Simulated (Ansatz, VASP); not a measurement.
**HfN in VASP and in Ansatz**

Contents of POSCAR:

```
HfN
1.0
    0.0000000000      2.4548220000      2.3320809000
    2.4548220000      0.0000000000      2.3320809000
    2.4548220000      2.4548220000      0.0000000000
Hf N
1 1
Direct
    0.0000000000      0.0000000000      0.0000000000
    0.7500000000      0.7500000000      0.7500000000
```

Contents of INCAR.step1:

```
SYSTEM = HfN
ALGO     = Normal         ! electronic algorithm
EDIFF    = 1E-4           ! SCF threshold, eV
ENCUT    = 520            ! plane-wave cutoff, eV
GGA      = PE             ! functional
ISMEAR   = 0              ! smearing method
LASPH    = .True.         ! aspherical terms in the spheres
LCHARG   = .False.        ! write CHGCAR
LREAL    = .False.        ! projectors in reciprocal space
LWAVE    = .True.         ! write WAVECAR
NBANDS   = 14             ! bands
NELM     = 100            ! most SCF steps
PREC     = Accurate       ! precision mode
SIGMA    = 0.15           ! smearing width, eV
```

INCAR.step2

```
SYSTEM = HfN
ALGO     = Normal         ! electronic algorithm
EDIFF    = 1E-6           ! SCF threshold, eV
ENCUT    = 520            ! plane-wave cutoff, eV
ISIF     = 2              ! what is computed and relaxed
ISMEAR   = 0              ! smearing method
ISTART   = 1            
LASPH    = .True.         ! aspherical terms in the spheres
LCHARG   = .False.        ! write CHGCAR
LMIXTAU  = .True.       
LREAL    = .False.        ! projectors in reciprocal space
LWAVE    = .False.        ! write WAVECAR
METAGGA  = R2SCAN         ! meta-GGA
NBANDS   = 14             ! bands
NELM     = 100            ! most SCF steps
PREC     = Accurate       ! precision mode
SIGMA    = 0.15           ! smearing width, eV
```

The input KPOINTS:

```
k-points
0
Gamma
  16 16 16
  0 0 0
```

Input for Ansatz:

```yaml
crystal:
  lattice:
    - [0.0, 2.454822, 2.3320809]
    - [2.454822, 0.0, 2.3320809]
    - [2.454822, 2.454822, 0.0]
  atoms:
    - { symbol: Hf, position: [0.0, 0.0, 0.0] }
    - { symbol: "N", position: [0.75, 0.75, 0.75] }
basis:
  ecutwfc: 500
kpoints:
  mp_grid: { grid: [16, 16, 16] }
hamiltonian:
  xc: r2scan
scf:
  occupations: { method: gaussian, width: 0.15 }
output:
  forces: true
  stress: true
  eigenvalues: true
```

Change from the starting cell: strain +0.000 along x and y, -0.050 along z, atoms carried along.

Alike in both runs: task single point; functional r2SCAN; k mesh 16 × 16 × 16; occupations gaussian, width 0.15 eV; no spin polarisation.

|  | VASP | Ansatz |
| --- | --- | --- |
| version | VASP 6.6.1 | Ansatz 0.2.0 |
| potentials or method | VASP PAW PBE potentials, release 64 (Hf_pv, N), cutoff 520 eV | scalar-relativistic, plane waves, PAW |
| valence electrons in the cell | 15 | 31 |

Ansatz gave:

| Quantity | Value |
| --- | --- |
| gap on the k mesh at the Fermi level (eV) | none |
| pressure (GPa) | 8.7 |
| traceless stress, the component that is largest in VASP (GPa) | 5.06 |

Task: Estimate VASP's values.

Result: gap on the k mesh at the Fermi level (eV): none; pressure (GPa): 7.4; traceless stress, the component that is largest in VASP (GPa): 5.09.

VASP's potentials were made for PBE, not for r2SCAN. A gap of «none» marks a metal or a gap that the smearing closes. VASP's potentials hold 15 valence electrons a cell and Ansatz's 31, so a difference there can come from the potentials and not from the codes.

Spin-orbit coupling is off throughout.
